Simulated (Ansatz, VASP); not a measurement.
**One calculation of CdF2, two programs**

INCAR

```
SYSTEM = CdF2
  PREC = Accurate
  ENCUT = 520
  EDIFF = 1E-8
  ISMEAR = -1
  SIGMA = 0.03
  LREAL = .FALSE.
  LASPH = .TRUE.
  NELM = 100
  ALGO = Normal
  ISIF = 2
  LWAVE = .FALSE.
  LCHARG = .FALSE.
  GGA = PE
  LEFG = .TRUE.
  NBANDS = 20
```

The input KPOINTS:

```
regular mesh
0
G
  7 7 7
  0 0 0
```

Contents of POSCAR:

```
CdF2
1.0
    0.0000000000      2.7005188915      2.7005188915
    2.7005188915      0.0000000000      2.7005188915
    2.7005188915      2.7005188915      0.0000000000
Cd F
1 2
Direct
    0.0000000000      0.0000000000      0.0000000000
    0.2500000000      0.2500000000      0.2500000000
    0.7500000000      0.7500000000      0.7500000000
```

Input for Ansatz:

```yaml
crystal:
  lattice:
    - [0.0, 2.7005188915, 2.7005188915]
    - [2.7005188915, 0.0, 2.7005188915]
    - [2.7005188915, 2.7005188915, 0.0]
  atoms:
    - { symbol: Cd, position: [0.0, 0.0, 0.0] }
    - { symbol: F, position: [0.25, 0.25, 0.25] }
    - { symbol: F, position: [0.75, 0.75, 0.75] }
kpoints:
  mp_grid: { grid: [7, 7, 7] }
scf:
  occupations: { method: fermi_dirac, width: 0.03 }
hamiltonian:
  xc: pbe
  pseudopotentials: { kind: paw }
output:
  forces: true
  stress: true
  eigenvalues: true
  efg: { contact_densities: true }
  populations: true
```

Change from the starting cell: shortest bond scaled by 1, PAW files.

Alike in both runs: task electric field gradients; functional PBE; k mesh 7 × 7 × 7; occupations fermi-dirac, width 0.03 eV; no spin polarisation.

|  | VASP | Ansatz |
| --- | --- | --- |
| version | VASP 6.6.1 | Ansatz 0.2.0 |
| potentials or method | VASP PAW PBE potentials, release 64 (Cd, F) | PAW with Ansatz's default frozen-core files, scalar-relativistic |
| plane-wave cutoff (eV) | 520 | 420 |
| valence electrons in the cell | 26 | 34 |

VASP gave:

* gap on the k mesh at the Fermi level (eV): 3.10
* pressure (GPa): 5.3

Problem. Estimate Ansatz's values.

Solution. gap on the k mesh at the Fermi level (eV): 3.13; pressure (GPa): 4.6.

VASP's potentials hold 26 valence electrons a cell and Ansatz's 34, so a difference there can come from the potentials and not from the codes.
